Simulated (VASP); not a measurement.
Here is a VASP 6.6.1 calculation.

INCAR

```
  PREC = Accurate
  ENCUT = 520
  EDIFF = 1E-6
  ISMEAR = 0
  SIGMA = 0.05
  LREAL = Auto
  LASPH = True
  NELM = 60
  ALGO = Normal
  ISIF = 2
  LWAVE = False
  LCHARG = False
  GGA = PS
  NBANDS = 72
```

Contents of KPOINTS:

```
regular mesh
0
Gamma
  3 3 3
```

The input POSCAR:

```
Al
1.0
    8.1000000000      0.0000000000      0.0000000000
    0.0000000000      8.1000000000      0.0000000000
    0.0000000000      0.0000000000      8.1000000000
Al
33
Direct
    0.5005738272     -0.0067771605     -0.0080407407
    0.7508302469      0.2486743210     -0.0006807407
    0.7725934568     -0.0154282716      0.2457190123
    0.0063360494      0.0064324691     -0.0044140741
    0.2529590123      0.2532279012     -0.0075897531
    0.5091739506      0.5095544444     -0.0462454321
    0.7498382716      0.7492991358     -0.0035025926
    0.2508520988      0.0031112346      0.2490603704
    0.5396917284      0.1659703704      0.2660338272
    0.7530409877      0.4972844444      0.2509495062
    0.5002811111     -0.0140948148      0.5176517284
    0.7577253086      0.2463227160      0.5077295062
    0.7555309877     -0.0008797531      0.7523148148
   -0.0072086420      0.5005051852     -0.0088751852
    0.2487196296      0.7507502469     -0.0000683951
    0.0007508642      0.2484004938      0.2491380247
    0.1627755556      0.5356364198      0.2656559259
    0.4966670370      0.7521356790      0.2508276543
    0.0057339506      0.0057650617      0.5032649383
    0.2558432099      0.2562169136      0.4967171605
    0.5052566667      0.5052197531      0.5242308642
    0.7506325926      0.7503781481      0.5018611111
    0.2506344444      0.0030543210      0.7509828395
    0.5032593827      0.2433393827      0.7469512346
    0.7558623457      0.4989280247      0.7492786420
   -0.0108353086      0.7748906173      0.2459923457
   -0.0144659259      0.5004097531      0.5189111111
    0.2463027160      0.7571903704      0.5061362963
    0.0034896296      0.2505270370      0.7512312346
    0.2434320988      0.5038055556      0.7468717284
    0.4988354321      0.7565243210      0.7490425926
   -0.0006349383      0.7557849383      0.7522306173
    0.4246067901      0.4254077778      0.2291719753
```

Potentials or basis: VASP PAW PBE potentials, release 64 (Al).

Run with:

```sh
$ cat potpaw_PBE.64/Al/POTCAR > POTCAR
$ mpirun -np 1 vasp_std > vasp.out
```

Problem. What does it give for the largest force?

Solution. 0.655 eV/Å.

Problem. Predict the pressure.

Solution. 3.5 GPa.

Problem. What does it give for the band gap on the k mesh?

Solution. Zero (an odd number of electrons rules out a gap without spin polarisation).

Forces in eV/Å, atoms in the order of the input:
```
Al  -0.024 -0.034 -0.041
Al  -0.044 -0.012  0.023
Al   0.012  0.057  0.020
Al   0.005  0.003 -0.001
Al   0.078  0.080  0.211
Al   0.011  0.008 -0.176
Al   0.022  0.020 -0.001
Al  -0.080 -0.067 -0.006
Al  -0.304 -0.158 -0.075
Al   0.096  0.025  0.016
Al  -0.028 -0.012  0.035
Al  -0.069 -0.029 -0.071
Al   0.005  0.015  0.001
Al  -0.036 -0.025 -0.047
Al  -0.008 -0.045  0.024
Al  -0.082 -0.101 -0.008
Al  -0.167 -0.294 -0.077
Al   0.036  0.103  0.015
Al   0.002  0.001  0.015
Al   0.031  0.031 -0.102
Al   0.043  0.041  0.143
Al   0.034  0.030  0.012
Al  -0.013  0.033  0.014
Al  -0.030 -0.026 -0.004
Al   0.040 -0.019 -0.009
Al   0.056  0.002  0.025
Al  -0.010 -0.026  0.041
Al  -0.027 -0.074 -0.069
Al   0.033 -0.016  0.013
Al  -0.024 -0.030 -0.003
Al  -0.016  0.039 -0.010
Al   0.017  0.004  0.000
Al   0.441  0.476  0.093
```

Caveat: the PAW data sets were made with another functional, which shifts forces and pressure a little.
